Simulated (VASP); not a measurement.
# AlRu (rocksalt type) (Fm-3m) in VASP: notebook

Runs on AlRu (rocksalt type). Level: PBE. Tasks: single point.

Program: VASP 6.6.1. These are calculated values, not measurements. Logs are shortened: lines on timing, memory, paths and dates and some standing lists are left out, and cuts for length are marked.

### 1 The cell of the first run

The structure is cubic, space group Fm-3m (No. 225). Conventional cell: a = 4.741 Å, b = 4.741 Å, c = 4.741 Å, α = 90.00°, β = 90.00°, γ = 90.00°. Ru (site symmetry m-3m) has 6 Al at 2.37 Å within 3.1 Å. Within 3.1 Å of Al (site symmetry m-3m) lie 6 Ru at 2.37 Å.

### 2 Single point, PBE (13.32 Å³/atom)

INCAR reads:

```
SYSTEM = AlRu
  PREC = Accurate
  ENCUT = 520
  EDIFF = 1E-7
  ISMEAR = -1
  SIGMA = 0.1
  LREAL = .False.
  LASPH = .True.
  NELM = 60
  ALGO = Normal
  ISIF = 2
  LWAVE = .False.
  LCHARG = .False.
  GGA = PE
  NBANDS = 16
```

KPOINTS reads:

```
Automatic mesh
0
Gamma
  14 14 14
  0 0 0
```

POSCAR reads:

```
AlRu
1.0
    0.0000000000      2.3706142203      2.3706142203
    2.3706142203      0.0000000000      2.3706142203
    2.3706142203      2.3706142203      0.0000000000
Ru Al
1 1
Direct
    0.0000000000      0.0000000000      0.0000000000
    0.5000000000      0.5000000000      0.5000000000
```

Potentials or basis: VASP PAW PBE potentials, release 64 (Ru_pv, Al).

The run is started by

```
> cat potpaw_PBE.64/Ru_pv/POTCAR potpaw_PBE.64/Al/POTCAR > POTCAR
> mpirun -np 1 vasp_std > vasp.out
```

OUTCAR:

```text
SYSTEM = AlRu
   PREC = Accurate
   ENCUT = 520
   EDIFF = 1E-7
   ISMEAR = -1
   LREAL = .False.
   LASPH = .True.
   NELM = 60
   ISIF = 2
   GGA = PE

 ion  position               nearest neighbor table
   1  0.000  0.000  0.000-   2 2.37   2 2.37   2 2.37   2 2.37   2 2.37   2 2.37
   2  0.500  0.500  0.500-   1 2.37   1 2.37   1 2.37   1 2.37   1 2.37   1 2.37

  LATTYP: Found a face centered cubic cell.
 ALAT       =     4.7412284406

  Lattice vectors:

 A1 = (   0.0000000000,   2.3706142203,   2.3706142203)
 A2 = (   2.3706142203,   0.0000000000,   2.3706142203)
 A3 = (   2.3706142203,   2.3706142203,   0.0000000000)

Analysis of symmetry for initial positions (statically):
=====================================================================
 Subroutine PRICEL returns:
 Original cell was already a primitive cell.

 Routine SETGRP: Setting up the symmetry group for a
 face centered cubic supercell.

 Subroutine GETGRP returns: Found 48 space group operations
 (whereof 48 operations were pure point group operations)
 out of a pool of 48 trial point group operations.

The static configuration has the point symmetry O_h .

Analysis of symmetry for dynamics (positions and initial velocities):
=====================================================================
 Subroutine PRICEL returns:
 Original cell was already a primitive cell.

 Routine SETGRP: Setting up the symmetry group for a
 face centered cubic supercell.

 Subroutine GETGRP returns: Found 48 space group operations
 (whereof 48 operations were pure point group operations)
 out of a pool of 48 trial point group operations.

The dynamic configuration has the point symmetry O_h .

 Subroutine INISYM returns: Found 48 space group operations
 (whereof 48 operations are pure point group operations),
 and found     1 'primitive' translations

----------------------------------------------------------------------------------------

                                     Primitive cell

  volume of cell :      26.6448

  direct lattice vectors                    reciprocal lattice vectors
     0.000000000  2.370614220  2.370614220    -0.210915802  0.210915802  0.210915802
     2.370614220  0.000000000  2.370614220     0.210915802 -0.210915802  0.210915802
     2.370614220  2.370614220  0.000000000     0.210915802  0.210915802 -0.210915802

  length of vectors
     3.352554782  3.352554782  3.352554782     0.365316886  0.365316886  0.365316886

  position of ions in fractional coordinates (direct lattice)
     0.000000000  0.000000000  0.000000000
     0.500000000  0.500000000  0.500000000

  ion indices of the primitive-cell ions
   primitive index   ion index
                 1           1
                 2           2

----------------------------------------------------------------------------------------

 KPOINTS: Automatic mesh

Automatic generation of k-mesh.
 Grid dimensions read from file:
 generate k-points for:   14   14   14

 Generating k-lattice:

  Cartesian coordinates                     Fractional coordinates (reciprocal lattice)
    -0.015065414  0.015065414  0.015065414     0.071428571  0.000000000  0.000000000
     0.015065414 -0.015065414  0.015065414     0.000000000  0.071428571  0.000000000
     0.015065414  0.015065414 -0.015065414     0.000000000  0.000000000  0.071428571

  Length of vectors
     0.026094063  0.026094063  0.026094063

  Shift w.r.t. Gamma in fractional coordinates (k-lattice)
     0.000000000  0.000000000  0.000000000

 Subroutine IBZKPT returns following result:
 ===========================================

 Found    104 irreducible k-points:

 Following reciprocal coordinates:
            Coordinates               Weight
  0.000000  0.000000  0.000000      1.000000
  0.071429  0.000000  0.000000      8.000000
  0.142857  0.000000  0.000000      8.000000
  0.214286  0.000000  0.000000      8.000000
  0.285714  0.000000  0.000000      8.000000
  0.357143  0.000000  0.000000      8.000000
[... 16 lines left out ...]
  0.214286  0.142857  0.000000     24.000000
  0.285714  0.142857  0.000000     24.000000
 [... further k-points ...]
   k-points           NKPTS =    104   k-points in BZ     NKDIM =    104   number of bands    NBANDS=     16
   number of dos      NEDOS =    301   number of ions     NIONS =      2
   total plane-waves  NPLWV =  21952
   dimension x,y,z NGX =    28 NGY =   28 NGZ =   28
   dimension x,y,z NGXF=    56 NGYF=   56 NGZF=   56
   ions per type =               1   1
   NGX,Y,Z   is equivalent  to a cutoff of  13.88, 13.88, 13.88 a.u.
   NGXF,Y,Z  is equivalent  to a cutoff of  27.77, 27.77, 27.77 a.u.
 SYSTEM =  AlRu
   PREC   = accura    normal or accurate (medium, high low for compatibility)
   ISTART =      0    job   : 0-new  1-cont  2-samecut
   ICHARG =      2    charge: 1-file 2-atom 10-const
   ISPIN  =      1    spin polarized calculation?
   LNONCOLLINEAR =      F non collinear calculations
   LSORBIT =      F    spin-orbit coupling
   LASPH  =      T    aspherical Exc in radial PAW
   ENCUT  =  520.0 eV  38.22 Ry    6.18 a.u.   6.23  6.23  6.23*2*pi/ulx,y,z
   NELM   =     60;   NELMIN=  2; NELMDL= -5     # of ELM steps
   EDIFF  = 0.1E-06   stopping-criterion for ELM
   LREAL  =      F    real-space projection
   EDIFFG = 0.1E-05   stopping-criterion for IOM
   NSW    =      0    number of steps for IOM
   IBRION =     -1    ionic relax: 0-MD 1-quasi-New 2-CG
   NFREE  =      0    steps in history (QN), initial steepest desc. (CG)
   ISIF   =      2    stress and relaxation
   ISYM   =      2    0-nonsym 1-usesym 2-fastsym
   POTIM  = 0.5000    time-step for ionic-motion
   TEBEG  =    0.0;   TEEND  =   0.0 temperature during run
   PSTRESS=    0.0 pullay stress
   NELECT =      17.0000    total number of electrons
   NUPDOWN=      -1.0000    fix difference up-down
   EMIN   =  10.00;   EMAX   =-10.00  energy-range for DOS
   EFERMI =   0.00;   METHOD = LEGACY
   ISMEAR =    -1;   SIGMA  =   0.10  broadening in eV -4-tet -1-fermi 0-gaus
   EFERMI_NEDOS =   21; number of points for ismear=-14 and -15
   IALGO  =     38    algorithm
   IMIX   =      4    mixing-type and parameters
     AMIX     =   0.40;   BMIX     =  1.00
     AMIX_MAG =   1.60;   BMIX_MAG =  1.00
  volume/ion in A,a.u.               =      13.32        89.90
  Fermi-wavevector in a.u.,A,eV,Ry     =   1.409355  2.663294 27.024982  1.986280
  Thomas-Fermi vector in A             =   2.531419
   LORBIT       =      0    0 simple, 1 ext, 2 COOP (PROOUT), +10 PAW based schemes
   GGA     = PE    functional components
   LHFCALC =     F    Hartree Fock is set to
   AEXX    =    0.0000 exact exchange contribution
   IVDW    =     0    specifies the selected vdW correction
   LEPSILON=     F    determine dielectric tensor
   LRPA    =     F    only Hartree local field effects (RPA)
 non-spin polarized calculation
  energy-cutoff  :      520.00
  volume of cell :       26.64
 maximum number of plane-waves:       730
 NGX is ok and might be reduce to    28
   NGX = 13   NGY = 13   NGZ = 13

 number of electron      17.0000000 magnetization

 Free energy of the ion-electron system (eV)
  ---------------------------------------------------
  ext. energy  EPLUGINS =         0.00000000
  ---------------------------------------------------
  free energy    TOTEN  =       -12.35962470 eV

  energy without entropy =      -12.30429885  energy(sigma->0) =      -12.33196177

 E-fermi :  11.1235     XC(G=0): -12.4873

 val. band max:       11.1207078966   @ k =   0.5000   0.4286   0.0000
 cond. band min:      11.1348772345   @ k =  -0.2857   0.2143   0.0000
 fundamental gap:      0.0141693379
 Fermi energy:        11.1235295162

 k-point     1 :       0.0000    0.0000    0.0000
  band No.  band energies     occupation
      1     -30.8609      2.00000
      2     -30.8609      2.00000
      3     -30.8609      2.00000
      4       1.2062      2.00000
      5       8.5619      2.00000
      6       8.5619      2.00000
[... 8 lines left out ...]
     15      25.8328      0.00000
     16      25.8328      0.00000

 k-point     2 :       0.0714    0.0000    0.0000
  band No.  band energies     occupation
      1     -30.8674      2.00000
      2     -30.8620      2.00000
      3     -30.8620      2.00000
      4       1.3250      2.00000
      5       8.4801      2.00000
      6       8.6030      2.00000
[... 8 lines left out ...]
     15      25.5444      0.00000
     16      25.6392      0.00000

 k-point     3 :       0.1429    0.0000    0.0000
  band No.  band energies     occupation
      1     -30.8853      2.00000
      2     -30.8649      2.00000
      3     -30.8649      2.00000
      4       1.6752      2.00000
      5       8.2556      2.00000
      6       8.5829      2.00000
[... 8 lines left out ...]
     15      25.0074      0.00000
     16      25.0074      0.00000

 k-point     4 :       0.2143    0.0000    0.0000
  band No.  band energies     occupation
      1     -30.9111      2.00000
      2     -30.8691      2.00000
      3     -30.8691      2.00000
      4       2.2366      2.00000
      5       7.9346      2.00000
      6       8.3806      2.00000
[... 8 lines left out ...]
     15      24.0359      0.00000
     16      24.0359      0.00000
[... 324 lines left out ...]
 k-point    22 :       0.1429    0.1429    0.0000
  band No.  band energies     occupation
      1     -30.8854      2.00000
      2     -30.8700      2.00000
      3     -30.8700      2.00000
      4       1.8234      2.00000
      5       8.1571      2.00000
      6       8.4429      2.00000
[... 8 lines left out ...]
     15      24.6885      0.00000
     16      24.6885      0.00000

 k-point    23 :       0.2143    0.1429    0.0000
  band No.  band energies     occupation
      1     -30.9020      2.00000
      2     -30.8746      2.00000
      3     -30.8738      2.00000
      4       2.2267      2.00000
      5       7.9409      2.00000
      6       8.1583      2.00000
[... 8 lines left out ...]
     15      23.7714      0.00000
     16      24.4564      0.00000

 k-point    24 :       0.2857    0.1429    0.0000
  band No.  band energies     occupation
      1     -30.9249      2.00000
      2     -30.8795      2.00000
      3     -30.8785      2.00000
      4       2.8208      2.00000
      5       7.6426      2.00000
      6       7.8935      2.00000
[... 8 lines left out ...]
     15      23.7706      0.00000
     16      24.2304      0.00000

 [... further k-points ...]

------------------------ aborting loop because EDIFF is reached ----------------------------------------

  FORCE on cell =-STRESS in cart. coord.  units (eV):
  Direction    XX          YY          ZZ          XY          YZ          ZX
  --------------------------------------------------------------------------------------
  -------------------------------------------------------------------------------------
  Total        4.9486163      4.9486163      4.9486163     -0.0000000      0.0000000      0.0000000
  in kB      297.5649077    297.5649077    297.5649077     -0.0000000      0.0000000      0.0000000
  external PRESSURE =     297.5649077 kB  Pullay stress =       0.0000000 kB

 VOLUME and BASIS-vectors are now :
 -----------------------------------------------------------------------------
  energy-cutoff  :      520.00
  volume of cell :       26.64
      direct lattice vectors                 reciprocal lattice vectors
     0.000000000  2.370614220  2.370614220    -0.210915802  0.210915802  0.210915802
     2.370614220  0.000000000  2.370614220     0.210915802 -0.210915802  0.210915802
     2.370614220  2.370614220  0.000000000     0.210915802  0.210915802 -0.210915802

 POSITION                                       TOTAL-FORCE (eV/Angst)
 -----------------------------------------------------------------------------------
      0.00000      0.00000      0.00000        -0.000000      0.000000      0.000000
      2.37061      2.37061      2.37061         0.000000      0.000000     -0.000000
 -----------------------------------------------------------------------------------
    total drift:                               -0.000000     -0.000000      0.000000

  FREE ENERGIE OF THE ION-ELECTRON SYSTEM (eV)
  ---------------------------------------------------
  free  energy   TOTEN  =       -12.3596247041 eV

  energy  without entropy=      -12.3042988451  energy(sigma->0) =      -12.33196177
```

Wall time 81 s (1 thread of Intel Xeon 8259CL, shared host); peak memory 0.19 GiB.

What came out:

| Item | Value |
| --- | --- |
| Free energy | -12.3596 eV |
| Pressure | 29.8 GPa |
| Band gap on the k mesh | zero (an odd number of electrons rules out a gap without spin polarisation) |

Levels at points of the mesh, in eV from the Fermi level:
```tsv
k point	band 7	band 8	band 9	band 10	band 11	band 12
(0.00, 0.00, 0.00)	-2.56	-2.11	-2.11	7.37	7.37	7.37
(0.50, 0.00, 0.00)	-3.38	-0.41	-0.41	1.68	7.68	8.44
(0.50, 0.50, 0.00)	-1.19	0.10	0.10	2.69	2.71	2.71
```

Caveat: the cell stands under pressure.

### 3 Single point, PBE

INCAR reads:

```
SYSTEM = AlRu
PREC = Accurate
ENCUT = 520
EDIFF = 1E-6
ISMEAR = -1
SIGMA = 0.1
LREAL = .FALSE.
LASPH = .TRUE.
NELM = 100
ALGO = Normal
ISIF = 2
LWAVE = .FALSE.
LCHARG = .FALSE.
GGA = PE
NBANDS = 16
```

KPOINTS reads:

```
regular mesh
0
G
  14 14 14
  0 0 0
```

POSCAR reads:

```
AlRu
1.0
    0.0000000000      2.3693288092      2.3693288092
    2.3693288092      0.0000000000      2.3693288092
    2.3693288092      2.3693288092      0.0000000000
Ru Al
1 1
Direct
    0.0000000000      0.0000000000      0.0000000000
    0.5000000000      0.5000000000      0.5000000000
```

Potentials or basis: VASP PAW PBE potentials, release 64 (Ru_pv, Al).

The run is started by

```
> cat potpaw_PBE.64/Ru_pv/POTCAR potpaw_PBE.64/Al/POTCAR > POTCAR
> mpirun -np 1 vasp_std > vasp.out
```

OUTCAR:

```text
SYSTEM = AlRu
   PREC = Accurate
   ENCUT = 520
   EDIFF = 1E-6
   ISMEAR = -1
   LREAL = .FALSE.
   LASPH = .TRUE.
   NELM = 100
   ISIF = 2
   GGA = PE

 ion  position               nearest neighbor table
   1  0.000  0.000  0.000-   2 2.37   2 2.37   2 2.37   2 2.37   2 2.37   2 2.37
   2  0.500  0.500  0.500-   1 2.37   1 2.37   1 2.37   1 2.37   1 2.37   1 2.37

  LATTYP: Found a face centered cubic cell.
 ALAT       =     4.7386576184

  Lattice vectors:

 A1 = (   0.0000000000,   2.3693288092,   2.3693288092)
 A2 = (   2.3693288092,   0.0000000000,   2.3693288092)
 A3 = (   2.3693288092,   2.3693288092,   0.0000000000)

Analysis of symmetry for initial positions (statically):
=====================================================================
 Subroutine PRICEL returns:
 Original cell was already a primitive cell.

 Routine SETGRP: Setting up the symmetry group for a
 face centered cubic supercell.

 Subroutine GETGRP returns: Found 48 space group operations
 (whereof 48 operations were pure point group operations)
 out of a pool of 48 trial point group operations.

The static configuration has the point symmetry O_h .

Analysis of symmetry for dynamics (positions and initial velocities):
=====================================================================
 Subroutine PRICEL returns:
 Original cell was already a primitive cell.

 Routine SETGRP: Setting up the symmetry group for a
 face centered cubic supercell.

 Subroutine GETGRP returns: Found 48 space group operations
 (whereof 48 operations were pure point group operations)
 out of a pool of 48 trial point group operations.

The dynamic configuration has the point symmetry O_h .

 Subroutine INISYM returns: Found 48 space group operations
 (whereof 48 operations are pure point group operations),
 and found     1 'primitive' translations

----------------------------------------------------------------------------------------

[... 111 lines left out ...]
     AMIX     =   0.40;   BMIX     =  1.00
     AMIX_MAG =   1.60;   BMIX_MAG =  1.00
  volume/ion in A,a.u.               =      13.30        89.76
  Fermi-wavevector in a.u.,A,eV,Ry     =   1.410119  2.664739 27.054314  1.988436
  Thomas-Fermi vector in A             =   2.532106
   LORBIT       =      0    0 simple, 1 ext, 2 COOP (PROOUT), +10 PAW based schemes
   GGA     = PE    functional components
   LHFCALC =     F    Hartree Fock is set to
   AEXX    =    0.0000 exact exchange contribution
   IVDW    =     0    specifies the selected vdW correction
   LEPSILON=     F    determine dielectric tensor
   LRPA    =     F    only Hartree local field effects (RPA)
 non-spin polarized calculation
  energy-cutoff  :      520.00
  volume of cell :       26.60
 maximum number of plane-waves:       730
 NGX is ok and might be reduce to    28
   NGX = 13   NGY = 13   NGZ = 13

 number of electron      17.0000000 magnetization

 Free energy of the ion-electron system (eV)
  ---------------------------------------------------
  ext. energy  EPLUGINS =         0.00000000
  ---------------------------------------------------
  free energy    TOTEN  =       -12.35149765 eV

  energy without entropy =      -12.29633253  energy(sigma->0) =      -12.32391509

 E-fermi :  11.1481     XC(G=0): -12.4956

 val. band max:       11.1450620310   @ k =   0.5000   0.4286   0.0000
 cond. band min:      11.1597272295   @ k =  -0.2857   0.2143   0.0000
 fundamental gap:      0.0146651986
 Fermi energy:        11.1480500229

 k-point     1 :       0.0000    0.0000    0.0000
  band No.  band energies     occupation
      1     -30.8381      2.00000
      2     -30.8381      2.00000
      3     -30.8381      2.00000
      4       1.2203      2.00000
      5       8.5793      2.00000
      6       8.5793      2.00000
[... 433 lines left out ...]
      3     -30.8558      2.00000
      4       2.8370      2.00000
      5       7.6588      2.00000
      6       7.9111      2.00000
[... 8 lines left out ...]
     15      23.7956      0.00000
     16      24.2634      0.00000

 [... further k-points ...]

------------------------ aborting loop because EDIFF is reached ----------------------------------------

  FORCE on cell =-STRESS in cart. coord.  units (eV):
  Direction    XX          YY          ZZ          XY          YZ          ZX
  --------------------------------------------------------------------------------------
  -------------------------------------------------------------------------------------
  Total        5.0107716      5.0107716      5.0107716      0.0000000      0.0000000      0.0000000
  in kB      301.7930162    301.7930162    301.7930162      0.0000000      0.0000000      0.0000000
  external PRESSURE =     301.7930162 kB  Pullay stress =       0.0000000 kB

 VOLUME and BASIS-vectors are now :
 -----------------------------------------------------------------------------
  energy-cutoff  :      520.00
  volume of cell :       26.60
      direct lattice vectors                 reciprocal lattice vectors
     0.000000000  2.369328809  2.369328809    -0.211030229  0.211030229  0.211030229
     2.369328809  0.000000000  2.369328809     0.211030229 -0.211030229  0.211030229
     2.369328809  2.369328809  0.000000000     0.211030229  0.211030229 -0.211030229

 POSITION                                       TOTAL-FORCE (eV/Angst)
 -----------------------------------------------------------------------------------
      0.00000      0.00000      0.00000        -0.000000      0.000000      0.000000
      2.36933      2.36933      2.36933         0.000000     -0.000000     -0.000000
 -----------------------------------------------------------------------------------
    total drift:                               -0.000000     -0.000000      0.000000

  FREE ENERGIE OF THE ION-ELECTRON SYSTEM (eV)
  ---------------------------------------------------
  free  energy   TOTEN  =       -12.3514976533 eV

  energy  without entropy=      -12.2963325290  energy(sigma->0) =      -12.32391509
```

Run time: 71 s. Hardware: 1 thread of Intel Xeon 8259CL, shared host; peak memory 0.19 GiB.

Results:

```
Free energy            : -12.3515 eV
Pressure               : 30.2 GPa
Band gap on the k mesh : zero (an odd number of electrons rules out a gap without spin polarisation)
```

Levels at points of the mesh, in eV from the Fermi level:
| k point | band 5 | band 6 | band 7 | band 8 | band 9 | band 10 | band 11 | band 12 | band 13 | band 14 |
| --- | --- | --- | --- | --- | --- | --- | --- | --- | --- | --- |
| (0.00, 0.00, 0.00) | -2.57 | -2.57 | -2.57 | -2.12 | -2.12 | 7.38 | 7.38 | 7.38 | 10.04 | 12.65 |
| (0.50, 0.00, 0.00) | -4.73 | -3.38 | -3.38 | -0.41 | -0.41 | 1.69 | 7.69 | 8.45 | 8.45 | 12.27 |
| (0.50, 0.50, 0.00) | -4.37 | -2.80 | -1.19 | 0.10 | 0.10 | 2.70 | 2.71 | 2.71 | 10.39 | 11.30 |

Caveat: the cell stands under pressure.
